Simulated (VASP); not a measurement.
# HgSe (F-43m) in VASP: notebook

HgSe is run at these levels: r2SCAN+D3(BJ), r2SCAN+rVV10; tasks: single point.

Program: VASP 6.6.1. These are calculated values, not measurements. Logs are shortened: lines on timing, memory, paths and dates and some standing lists are left out, and cuts for length are marked.

## Step 1: The cell of the first run

Symmetry: F-43m, No. 216, cubic system. Conventional cell: a = 6.185 Å, b = 6.185 Å, c = 6.185 Å, α = 90.00°, β = 90.00°, γ = 90.00°. Within 3.5 Å of Hg (site symmetry -43m) lie 4 Se at 2.68 Å. Within 3.5 Å of Se (site symmetry -43m) lie 4 Hg at 2.68 Å.

## Step 2: Single point, r2SCAN+D3(BJ)

The input, POSCAR:

```
HgSe
1.0
    0.0000000000      3.0926746572      3.0926746572
    3.0926746572      0.0000000000      3.0926746572
    3.0926746572      3.0926746572      0.0000000000
Hg Se
1 1
Direct
    0.0000000000      0.0000000000      0.0000000000
    0.2500000000      0.2500000000      0.2500000000
```

The input, INCAR.step1:

```
  PREC = Accurate
  ENCUT = 550
  ISMEAR = -1
  SIGMA = 0.02
  LREAL = False
  LASPH = True
  NELM = 120
  NBANDS = 16
  GGA = PE
  ALGO = Normal
  EDIFF = 1E-5
  LWAVE = True
  LCHARG = False
  GGA_COMPAT = False
```

The input, INCAR.step2:

```
  PREC = Accurate
  ENCUT = 550
  EDIFF = 1E-6
  ISMEAR = -1
  SIGMA = 0.02
  LREAL = False
  LASPH = True
  NELM = 120
  ALGO = Normal
  ISIF = 2
  LWAVE = False
  LCHARG = False
  METAGGA = R2SCAN
  LMIXTAU = True
  IVDW = 12
  VDW_S6 = 1.0
  VDW_S8 = 0.78981345
  VDW_A1 = 0.49484001
  VDW_A2 = 5.73083694
  NBANDS = 16
  ISTART = 1
  GGA_COMPAT = False
```

The input, KPOINTS:

```
Automatic mesh
0
Gamma
  6 6 6
```

Potentials or basis: VASP PAW PBE potentials, release 64 (Hg, Se).

The run is started by

```bash
> cat potpaw_PBE.64/Hg/POTCAR potpaw_PBE.64/Se/POTCAR > POTCAR
> cp INCAR.step1 INCAR
> mpirun -np 1 vasp_std > vasp.out
> cp INCAR.step2 INCAR
> mpirun -np 1 vasp_std > vasp.out
```

OUTCAR:

```text
PREC = Accurate
   ENCUT = 550
   EDIFF = 1E-6
   ISMEAR = -1
   LREAL = False
   LASPH = True
   NELM = 120
   ISIF = 2
   METAGGA = R2SCAN
   IVDW = 12
   ISTART = 1
 IVDW          = 12

 ion  position               nearest neighbor table
   1  0.000  0.000  0.000-   2 2.68   2 2.68   2 2.68   2 2.68
   2  0.250  0.250  0.250-   1 2.68   1 2.68   1 2.68   1 2.68

  LATTYP: Found a face centered cubic cell.
 ALAT       =     6.1853493144

  Lattice vectors:

 A1 = (   0.0000000000,   3.0926746572,   3.0926746572)
 A2 = (   3.0926746572,   0.0000000000,   3.0926746572)
 A3 = (   3.0926746572,   3.0926746572,   0.0000000000)

Analysis of symmetry for initial positions (statically):
=====================================================================
 Subroutine PRICEL returns:
 Original cell was already a primitive cell.

 Routine SETGRP: Setting up the symmetry group for a
 face centered cubic supercell.

 Subroutine GETGRP returns: Found 24 space group operations
 (whereof 24 operations were pure point group operations)
 out of a pool of 48 trial point group operations.

The static configuration has the point symmetry T_d .

Analysis of symmetry for dynamics (positions and initial velocities):
=====================================================================
 Subroutine PRICEL returns:
 Original cell was already a primitive cell.

 Routine SETGRP: Setting up the symmetry group for a
 face centered cubic supercell.

 Subroutine GETGRP returns: Found 24 space group operations
 (whereof 24 operations were pure point group operations)
 out of a pool of 48 trial point group operations.

The dynamic configuration has the point symmetry T_d .

 Subroutine INISYM returns: Found 24 space group operations
 (whereof 24 operations are pure point group operations),
 and found     1 'primitive' translations

----------------------------------------------------------------------------------------

                                     Primitive cell

  volume of cell :      59.1606

  direct lattice vectors                    reciprocal lattice vectors
     0.000000000  3.092674657  3.092674657    -0.161672357  0.161672357  0.161672357
     3.092674657  0.000000000  3.092674657     0.161672357 -0.161672357  0.161672357
     3.092674657  3.092674657  0.000000000     0.161672357  0.161672357 -0.161672357

  length of vectors
     4.373702444  4.373702444  4.373702444     0.280024736  0.280024736  0.280024736

  position of ions in fractional coordinates (direct lattice)
     0.000000000  0.000000000  0.000000000
     0.250000000  0.250000000  0.250000000

  ion indices of the primitive-cell ions
   primitive index   ion index
                 1           1
                 2           2

----------------------------------------------------------------------------------------

 KPOINTS: Automatic mesh

Automatic generation of k-mesh.
 Grid dimensions read from file:
 generate k-points for:    6    6    6

 Generating k-lattice:

  Cartesian coordinates                     Fractional coordinates (reciprocal lattice)
    -0.026945393  0.026945393  0.026945393     0.166666667  0.000000000  0.000000000
     0.026945393 -0.026945393  0.026945393     0.000000000  0.166666667  0.000000000
     0.026945393  0.026945393 -0.026945393     0.000000000  0.000000000  0.166666667

  Length of vectors
     0.046670789  0.046670789  0.046670789

  Shift w.r.t. Gamma in fractional coordinates (k-lattice)
     0.000000000  0.000000000  0.000000000

 Subroutine IBZKPT returns following result:
 ===========================================

 Found     16 irreducible k-points:

 Following reciprocal coordinates:
            Coordinates               Weight
  0.000000  0.000000  0.000000      1.000000
  0.166667  0.000000  0.000000      8.000000
  0.333333  0.000000  0.000000      8.000000
  0.500000  0.000000  0.000000      4.000000
  0.166667  0.166667  0.000000      6.000000
  0.333333  0.166667  0.000000     24.000000
[... 8 lines left out ...]
 -0.333333  0.333333  0.166667     24.000000
 -0.333333  0.500000  0.166667     12.000000
   k-points           NKPTS =     16   k-points in BZ     NKDIM =     16   number of bands    NBANDS=     16
   number of dos      NEDOS =    301   number of ions     NIONS =      2
   total plane-waves  NPLWV =  46656
   dimension x,y,z NGX =    36 NGY =   36 NGZ =   36
   dimension x,y,z NGXF=    72 NGYF=   72 NGZF=   72
   ions per type =               1   1
   NGX,Y,Z   is equivalent  to a cutoff of  13.68, 13.68, 13.68 a.u.
   NGXF,Y,Z  is equivalent  to a cutoff of  27.37, 27.37, 27.37 a.u.
 SYSTEM =  unknown system
   PREC   = accura    normal or accurate (medium, high low for compatibility)
   ISTART =      1    job   : 0-new  1-cont  2-samecut
   ICHARG =      0    charge: 1-file 2-atom 10-const
   ISPIN  =      1    spin polarized calculation?
   LNONCOLLINEAR =      F non collinear calculations
   LSORBIT =      F    spin-orbit coupling
   LASPH  =      T    aspherical Exc in radial PAW
   ENCUT  =  550.0 eV  40.42 Ry    6.36 a.u.   8.36  8.36  8.36*2*pi/ulx,y,z
   NELM   =    120;   NELMIN=  2; NELMDL=  0     # of ELM steps
   EDIFF  = 0.1E-05   stopping-criterion for ELM
   LREAL  =      F    real-space projection
   EDIFFG = 0.1E-04   stopping-criterion for IOM
   NSW    =      0    number of steps for IOM
   IBRION =     -1    ionic relax: 0-MD 1-quasi-New 2-CG
   NFREE  =      0    steps in history (QN), initial steepest desc. (CG)
   ISIF   =      2    stress and relaxation
   ISYM   =      2    0-nonsym 1-usesym 2-fastsym
   POTIM  = 0.5000    time-step for ionic-motion
   TEBEG  =    0.0;   TEEND  =   0.0 temperature during run
   PSTRESS=    0.0 pullay stress
   NELECT =      18.0000    total number of electrons
   NUPDOWN=      -1.0000    fix difference up-down
   EMIN   =  10.00;   EMAX   =-10.00  energy-range for DOS
   EFERMI =   0.00;   METHOD = LEGACY
   ISMEAR =    -1;   SIGMA  =   0.02  broadening in eV -4-tet -1-fermi 0-gaus
   EFERMI_NEDOS =   21; number of points for ismear=-14 and -15
   IALGO  =     38    algorithm
   IMIX   =      4    mixing-type and parameters
     AMIX     =   0.40;   BMIX     =  1.00
     AMIX_MAG =   1.60;   BMIX_MAG =  1.00
  volume/ion in A,a.u.               =      29.58       199.62
  Fermi-wavevector in a.u.,A,eV,Ry     =   1.101086  2.080752 16.495587  1.212391
  Thomas-Fermi vector in A             =   2.237508
   LORBIT       =      0    0 simple, 1 ext, 2 COOP (PROOUT), +10 PAW based schemes
   METAGGA = R2SCAN    functional components
   LHFCALC =     F    Hartree Fock is set to
   AEXX    =    0.0000 exact exchange contribution
   IVDW    =    12    specifies the selected vdW correction
   LEPSILON=     F    determine dielectric tensor
   LRPA    =     F    only Hartree local field effects (RPA)
 non-spin polarized calculation
  energy-cutoff  :      550.00
  volume of cell :       59.16
 maximum number of plane-waves:      1759
 NGX is ok and might be reduce to    36
   NGX = 17   NGY = 17   NGZ = 17

 number of electron      18.0000001 magnetization

 Free energy of the ion-electron system (eV)
  ---------------------------------------------------
  ext. energy  EPLUGINS =         0.00000000
  ---------------------------------------------------
  free energy    TOTEN  =       -64.14311323 eV

  energy without entropy =      -64.14275952  energy(sigma->0) =      -64.14293638

 E-fermi :   0.9993     XC(G=0):  -9.4009

 val. band max:        0.9854260247   @ k =   0.0000   0.0000   0.0000
 cond. band min:       1.9900469419   @ k =   0.1667   0.0000   0.0000
 fundamental gap:      1.0046209173
 Fermi energy:         0.9992877006

 k-point     1 :       0.0000    0.0000    0.0000
  band No.  band energies     occupation
      1     -12.6061      2.00000
      2      -6.1392      2.00000
      3      -6.1392      2.00000
      4      -6.1392      2.00000
      5      -5.4336      2.00000
      6      -5.4336      2.00000
[... 8 lines left out ...]
     15      12.7832      0.00000
     16      12.7832      0.00000

 k-point     2 :       0.1667    0.0000    0.0000
  band No.  band energies     occupation
      1     -12.5011      2.00000
      2      -6.0907      2.00000
      3      -6.0907      2.00000
      4      -6.0702      2.00000
      5      -5.4353      2.00000
      6      -5.4353      2.00000
[... 8 lines left out ...]
     15      11.7072      0.00000
     16      11.7072      0.00000

 k-point     3 :       0.3333    0.0000    0.0000
  band No.  band energies     occupation
      1     -12.2824      2.00000
      2      -6.0066      2.00000
      3      -6.0066      2.00000
      4      -5.7266      2.00000
      5      -5.4164      2.00000
      6      -5.4164      2.00000
[... 8 lines left out ...]
     15      12.0106      0.00000
     16      12.0106      0.00000

 k-point     4 :       0.5000    0.0000    0.0000
  band No.  band energies     occupation
      1     -12.1687      2.00000
      2      -5.9742      2.00000
      3      -5.9742      2.00000
      4      -5.3917      2.00000
      5      -5.3917      2.00000
      6      -5.1386      2.00000
[... 8 lines left out ...]
     15      13.3322      0.00000
     16      13.3322      0.00000

 k-point     5 :       0.1667    0.1667    0.0000
  band No.  band energies     occupation
      1     -12.4660      2.00000
      2      -6.1153      2.00000
      3      -6.0403      2.00000
      4      -6.0403      2.00000
      5      -5.4662      2.00000
      6      -5.4085      2.00000
[... 8 lines left out ...]
     15      12.0459      0.00000
     16      12.8945      0.00000

 k-point     6 :       0.3333    0.1667    0.0000
  band No.  band energies     occupation
      1     -12.2843      2.00000
      2      -6.0231      2.00000
      3      -5.9410      2.00000
      4      -5.8543      2.00000
      5      -5.4512      2.00000
      6      -5.3862      2.00000
[... 8 lines left out ...]
     15      12.7520      0.00000
     16      12.8950      0.00000

 k-point     7 :       0.5000    0.1667    0.0000
  band No.  band energies     occupation
      1     -12.1334      2.00000
      2      -5.9536      2.00000
      3      -5.8993      2.00000
      4      -5.5069      2.00000
      5      -5.3845      2.00000
      6      -5.1804      2.00000
[... 8 lines left out ...]
     15      12.7913      0.00000
     16      13.4585      0.00000

 k-point     8 :      -0.3333    0.1667    0.0000
  band No.  band energies     occupation
      1     -12.1714      2.00000
      2      -5.9471      2.00000
      3      -5.9383      2.00000
      4      -5.5263      2.00000
      5      -5.4347      2.00000
      6      -5.3268      2.00000
[... 8 lines left out ...]
     15      12.0205      0.00000
     16      13.2091      0.00000

 k-point     9 :      -0.1667    0.1667    0.0000
  band No.  band energies     occupation
      1     -12.3574      2.00000
      2      -6.0339      2.00000
      3      -6.0056      2.00000
      4      -5.9326      2.00000
      5      -5.4588      2.00000
      6      -5.4000      2.00000
[... 8 lines left out ...]
     15      11.9726      0.00000
     16      12.6380      0.00000

 k-point    10 :       0.3333    0.3333    0.0000
  band No.  band energies     occupation
      1     -12.1737      2.00000
      2      -5.9899      2.00000
      3      -5.8070      2.00000
      4      -5.8070      2.00000
      5      -5.4243      2.00000
      6      -5.3579      2.00000
[... 8 lines left out ...]
     15      13.1702      0.00000
     16      15.0188      0.00000

 k-point    11 :       0.5000    0.3333    0.0000
  band No.  band energies     occupation
      1     -12.0600      2.00000
      2      -5.9118      2.00000
      3      -5.7428      2.00000
      4      -5.6670      2.00000
      5      -5.3584      2.00000
      6      -5.1456      2.00000
[... 8 lines left out ...]
     15      13.6454      0.00000
     16      14.4015      0.00000

 k-point    12 :      -0.3333    0.3333    0.0000
  band No.  band energies     occupation
      1     -12.0597      2.00000
      2      -5.9020      2.00000
      3      -5.8041      2.00000
      4      -5.5033      2.00000
      5      -5.4109      2.00000
      6      -5.0330      2.00000
[... 8 lines left out ...]
     15      12.2804      0.00000
     16      15.0090      0.00000

 k-point    13 :       0.5000    0.5000    0.0000
  band No.  band energies     occupation
      1     -12.0217      2.00000
      2      -5.9293      2.00000
      3      -5.6656      2.00000
      4      -5.6656      2.00000
      5      -5.3324      2.00000
      6      -5.0915      2.00000
[... 8 lines left out ...]
     15      13.3472      0.00000
     16      14.5682      0.00000

 k-point    14 :       0.5000    0.3333    0.1667
  band No.  band energies     occupation
      1     -12.1354      2.00000
      2      -5.9174      2.00000
      3      -5.8707      2.00000
      4      -5.6534      2.00000
      5      -5.3936      2.00000
      6      -5.3061      2.00000
[... 8 lines left out ...]
     15      13.4522      0.00000
     16      14.1903      0.00000

 k-point    15 :      -0.3333    0.3333    0.1667
  band No.  band energies     occupation
      1     -12.0597      2.00000
      2      -5.8803      2.00000
      3      -5.8256      2.00000
      4      -5.4899      2.00000
      5      -5.4403      2.00000
      6      -5.0011      2.00000
[... 8 lines left out ...]
     15      13.1504      0.00000
     16      14.2225      0.00000

 k-point    16 :      -0.3333    0.5000    0.1667
  band No.  band energies     occupation
      1     -12.0222      2.00000
      2      -5.8627      2.00000
      3      -5.7442      2.00000
      4      -5.5873      2.00000
      5      -5.3985      2.00000
      6      -4.9305      2.00000
[... 8 lines left out ...]
     15      13.9959      0.00000
     16      14.0730      0.00000

------------------------ aborting loop because EDIFF is reached ----------------------------------------

 Edisp (eV)   -0.30714

 E8    (eV) :    -0.1050

  FORCE on cell =-STRESS in cart. coord.  units (eV):
  Direction    XX          YY          ZZ          XY          YZ          ZX
  --------------------------------------------------------------------------------------
  -------------------------------------------------------------------------------------
  Total      -0.23549    -0.23549    -0.23549     0.00000    -0.00000    -0.00000
  in kB      -6.37744    -6.37744    -6.37744     0.00000    -0.00000    -0.00000
  external pressure =       -6.38 kB  Pullay stress =        0.00 kB

 VOLUME and BASIS-vectors are now :
 -----------------------------------------------------------------------------
  energy-cutoff  :      550.00
  volume of cell :       59.16
      direct lattice vectors                 reciprocal lattice vectors
     0.000000000  3.092674657  3.092674657    -0.161672357  0.161672357  0.161672357
     3.092674657  0.000000000  3.092674657     0.161672357 -0.161672357  0.161672357
     3.092674657  3.092674657  0.000000000     0.161672357  0.161672357 -0.161672357

 POSITION                                       TOTAL-FORCE (eV/Angst)
 -----------------------------------------------------------------------------------
      0.00000      0.00000      0.00000         0.000000      0.000000      0.000000
      1.54634      1.54634      1.54634        -0.000000     -0.000000     -0.000000
 -----------------------------------------------------------------------------------
    total drift:                                0.000000      0.000000      0.000000

  FREE ENERGIE OF THE ION-ELECTRON SYSTEM (eV)
  ---------------------------------------------------
  free  energy   TOTEN  =       -64.4502520071 eV

  energy  without entropy=      -64.4498982972  energy(sigma->0) =      -64.45007515
```

It took 2.3 min on 1 thread of Intel Xeon 8259CL, shared host; peak memory 0.23 GiB.

What came out:

| Quantity | Value |
| --- | --- |
| Free energy | -64.4503 eV |
| Pressure | -0.6 GPa |
| Band gap on the k mesh | zero (filled and empty bands touch) |
| Dispersion energy per atom | -0.154 eV |

Levels at points of the mesh, in eV from the Fermi level:
| k point | band 5 | band 6 | band 7 | band 8 | band 9 | band 10 | band 11 | band 12 | band 13 | band 14 |
| --- | --- | --- | --- | --- | --- | --- | --- | --- | --- | --- |
| (0.00, 0.00, 0.00) | -6.43 | -6.43 | -0.72 | -0.01 | -0.01 | -0.01 | 5.98 | 5.98 | 5.98 | 8.73 |
| (0.50, 0.00, 0.00) | -6.39 | -6.14 | -5.29 | -0.92 | -0.92 | 1.38 | 6.69 | 6.69 | 7.25 | 9.58 |
| (0.50, 0.50, 0.00) | -6.33 | -6.09 | -4.95 | -2.17 | -2.17 | 2.96 | 3.39 | 8.77 | 10.22 | 10.22 |

Caveat: semilocal functionals underestimate gaps, so a narrow gap can read as zero; the PAW data sets were made with another functional, which shifts forces and pressure a little; spin-orbit coupling is left out, which moves the levels of the heavy elements.

## Step 3: Single point, r2SCAN+rVV10

POSCAR is that of step 2.

The input, INCAR.step1:

```
ALGO = Normal ; EDIFF = 1E-5
ENCUT = 550 ; GGA = PE
GGA_COMPAT = F ; ISMEAR = -1
LASPH = T ; LCHARG = F
LREAL = F ; LWAVE = T
NBANDS = 16 ; NELM = 120
PREC = Accurate ; SIGMA = 0.02
```

The input, INCAR.step2:

```
ALGO = Normal ; BPARAM = 11.95
CPARAM = 0.0093 ; EDIFF = 1E-6
ENCUT = 550 ; GGA_COMPAT = F
ISIF = 2 ; ISMEAR = -1
ISTART = 1 ; IVDW_NL = 2
LASPH = T ; LCHARG = T
LELF = T ; LMIXTAU = T
LREAL = F ; LUSE_VDW = T
LVHAR = T ; LWAVE = F
METAGGA = R2SCAN ; NBANDS = 16
NELM = 120 ; PREC = Accurate
SIGMA = 0.02
```

The input, KPOINTS:

```
k-points
0
Gamma
  6 6 6
```

Potentials or basis: VASP PAW PBE potentials, release 64 (Hg, Se).

The run is started by

```bash
> cat potpaw_PBE.64/Hg/POTCAR potpaw_PBE.64/Se/POTCAR > POTCAR
> cp INCAR.step1 INCAR
> mpirun -np 1 vasp_std > vasp.out
> cp INCAR.step2 INCAR
> mpirun -np 1 vasp_std > vasp.out
```

It took 4.9 min on 1 thread of Intel Xeon 8259CL, shared host; peak memory 0.39 GiB.

It converged, with:

* Free energy: -63.6513 eV
* Pressure: -0.5 GPa
* Band gap on the k mesh: zero (filled and empty bands touch)

Levels at points of the mesh, in eV from the Fermi level:
```tsv
k point	band 7	band 8	band 9	band 10	band 11	band 12
(0.00, 0.00, 0.00)	-0.75	-0.01	-0.01	-0.01	5.95	5.95
(0.50, 0.00, 0.00)	-5.31	-0.92	-0.92	1.34	6.65	6.65
(0.50, 0.50, 0.00)	-4.95	-2.18	-2.18	2.93	3.31	8.66
```

Caveat: semilocal functionals underestimate gaps, so a narrow gap can read as zero; the PAW data sets were made with another functional, which shifts forces and pressure a little; spin-orbit coupling is left out, which moves the levels of the heavy elements.
